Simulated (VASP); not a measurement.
Crystal: Eu.

```
Eu
1.0
    -2.05443    2.05443    2.05443
     2.05443   -2.05443    2.05443
     2.05443    2.05443   -2.05443
Eu
1
Direct
  0.00000 0.00000 0.00000
```

Base run:

* Program: VASP 6.6.1
* Functional: LDA
* Potentials or basis: VASP PAW PBE potentials, release 64 (Eu)
* Cutoff: 520 eV
* k mesh: 11 × 11 × 11
* Occupations: fermi-dirac, width 0.1 eV
* Spin: collinear spin, ferromagnetic start
* Starting moments: [6.925] μB

Its results: pressure -0.3 GPa; net moment 7.11 μB per cell; site moments Eu +6.63 μB.

Task: The run is repeated on the same cell with these changes: occupations from fermi-dirac, width 0.1 eV to methfessel-paxton, width 1 eV. What comes out?

Result: Pressure -0.5 GPa; net moment 7.26 μB per cell; site moments Eu +6.66 μB.

Caveats: the PAW data sets were made with another functional, which shifts forces and pressure a little.
